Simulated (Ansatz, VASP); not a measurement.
One calculation of NaF, two programs

```
Na F
1.0
     0.00000    2.32330    2.43947
     2.32330    0.00000    2.43947
     2.32330    2.32330    0.00000
Na F
1 1
Direct
  0.00000 0.00000 0.00000
  0.50000 0.50000 0.50000
```

Change from the starting cell: strain +0.000 along x and y, +0.050 along z, atoms carried along.

Alike in both runs: task single point; functional PBE; k mesh 8 × 8 × 8; occupations gaussian, width 0.05 eV; no spin polarisation.

```csv
,VASP,Ansatz
version,VASP 6.6.1,Ansatz 0.2.0
potentials or method,"VASP PAW PBE potentials, release 64 (Na_pv, F), cutoff 520 eV","scalar-relativistic, plane waves, PAW"
valence electrons in the cell,14,16
```

Ansatz gave:

```
gap on the k mesh at the Fermi level (eV)                     : 6.01
least direct gap on the mesh (eV)                             : 6.01
pressure (GPa)                                                : -0.4
traceless stress, the component that is largest in VASP (GPa) : -1.87
```

Question: What did VASP give for the same quantities?

Answer: gap on the k mesh at the Fermi level (eV): 6.00; least direct gap on the mesh (eV): 6.00; pressure (GPa): -0.5; traceless stress, the component that is largest in VASP (GPa): -1.93.

With one functional, cell and mesh, what is left measures potentials, basis and numerics. VASP's potentials hold 14 valence electrons a cell and Ansatz's 16, so a difference there can come from the potentials and not from the codes.
